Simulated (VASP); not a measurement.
Wanted: the native input for a VASP 6.6.1 run.

| Property | Result |
| --- | --- |
| Task | single point |
| Functional | PBE |
| Potentials or basis | VASP PAW PBE potentials, release 64 (Cu) |
| Cutoff | 520 eV |
| k mesh | 20 × 20 × 20 |
| Occupations | gaussian, width 0.15 eV |
| Spin | no spin polarisation |
| Dipole correction | no |
| Further INCAR settings | ALGO = Normal; EDIFF = 1e-06; NBANDS = 18 |

The structure of Cu lies in POSCAR:

```
Cu
1.0
    1.2386412945     -4.0308860292      0.0000000000
    1.2386412945      4.0308860292      0.0000000000
    0.0000000000      0.0000000000      2.5142119659
Cu
2
Direct
    0.1340351705      0.8659648295      0.2500000000
    0.8659648295      0.1340351705      0.7500000000
```

One way to write it, as run:

INCAR

```
  PREC = Accurate
  ENCUT = 520
  EDIFF = 1E-6
  ISMEAR = 0
  SIGMA = 0.15
  LREAL = F
  LASPH = T
  NELM = 100
  ALGO = Normal
  ISIF = 2
  LWAVE = F
  LCHARG = T
  GGA = PE
  LELF = T
  LVHAR = T
  NBANDS = 18
```

KPOINTS

```
regular mesh
0
Gamma
  20 20 20
```

Potentials or basis: VASP PAW PBE potentials, release 64 (Cu).

Command:

```console
$ cat potpaw_PBE.64/Cu/POTCAR > POTCAR
$ mpirun -np 1 vasp_std > vasp.out
```

It gave:

The pressure is 0.6 GPa. The band gap on the k mesh is zero (band 11 reaches 10.79 eV, above the bottom of band 12 at 5.25 eV).

Run time: 3 min on 1 thread of Intel(R) Xeon(R) 6975P-C (Granite Rapids) (shared host), peak memory 0.53 GiB.
